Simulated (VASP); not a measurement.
Write the native input for VASP 6.6.1 that does the following.

```
Task                   : single point
Functional             : LDA
Potentials or basis    : VASP PAW LDA potentials, release 64 (Hg)
Cutoff                 : 520 eV
k mesh                 : 12 × 12 × 12
Occupations            : fermi-dirac, width 0.03 eV
Spin                   : no spin polarisation
Dipole correction      : no
Further INCAR settings : ALGO = Normal; EDIFF = 1e-06; NBANDS = 12
```

The structure of Hg lies in POSCAR:

```
Hg
1.0
    1.7300004553      0.9988162286      2.1893200000
   -1.7300004553      0.9988162286      2.1893200000
    0.0000000000     -1.9976324571      2.1893200000
Hg
1
Direct
    0.0000000000      0.0000000000      0.0000000000
```

This cell differs from its parent crystal: zz strain of -2 %.

The input as run:

INCAR

```
SYSTEM = Hg
ALGO = Normal
EDIFF = 1E-6
ENCUT = 520
GGA = CA
ISIF = 2
ISMEAR = -1
LASPH = .TRUE.
LCHARG = .TRUE.
LELF = .TRUE.
LREAL = .FALSE.
LVHAR = .TRUE.
LWAVE = .FALSE.
NBANDS = 12
NELM = 80
PREC = Accurate
SIGMA = 0.03
```

KPOINTS

```
k-points
0
G
  12 12 12
  0 0 0
```

Potentials or basis: VASP PAW LDA potentials, release 64 (Hg).

Launch:

```sh
$ cat potpaw_LDA.64/Hg/POTCAR > POTCAR
$ mpirun -np 1 vasp_std > vasp.out
```

Results of the run:

```yaml
Pressure: 0.3 GPa
Band_gap_on_the_k_mesh: zero (bands 6 and 7 overlap by 3.54 eV)
```

Caveat: the cell differs from its parent crystal (zz strain of -2 %); spin-orbit coupling is left out, which moves the levels of the heavy elements.

It took 31 s on 1 thread of Intel Xeon 8259CL, with other jobs on the host, peak memory 0.17 GiB.
